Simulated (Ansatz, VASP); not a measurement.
# Be4Pd: VASP beside Ansatz

```
Be Pd
1.0
     3.68258    0.00000    0.00000
     0.00000    3.68258    0.00000
     0.00000    0.00000    3.68258
Be Pd
4 1
Direct
  0.00000 0.50000 0.50000
  0.50000 0.00000 0.50000
  0.50000 0.50000 0.00000
  0.50000 0.50000 0.50000
  0.00000 0.00000 0.00000
```

Alike in both runs: task single point; functional PBE; k mesh 6 × 6 × 6; occupations gaussian, width 0.1 eV; no spin polarisation.

|  | VASP | Ansatz |
| --- | --- | --- |
| version | VASP 6.6.1 | Ansatz 0.2.0 |
| potentials or method | VASP PAW PBE potentials, release 64 (Be, Pd), cutoff 520 eV | scalar-relativistic, plane waves, PAW |
| valence electrons in the cell | 18 | 26 |

```tsv
	VASP	Ansatz	Ansatz less VASP
gap on the k mesh at the Fermi level (eV)	none	none	-
pressure (GPa)	5.1	5.1	-0.07
```

A gap of «none» marks a metal or a gap that the smearing closes. VASP's potentials hold 18 valence electrons a cell and Ansatz's 26, so a difference there can come from the potentials and not from the codes.
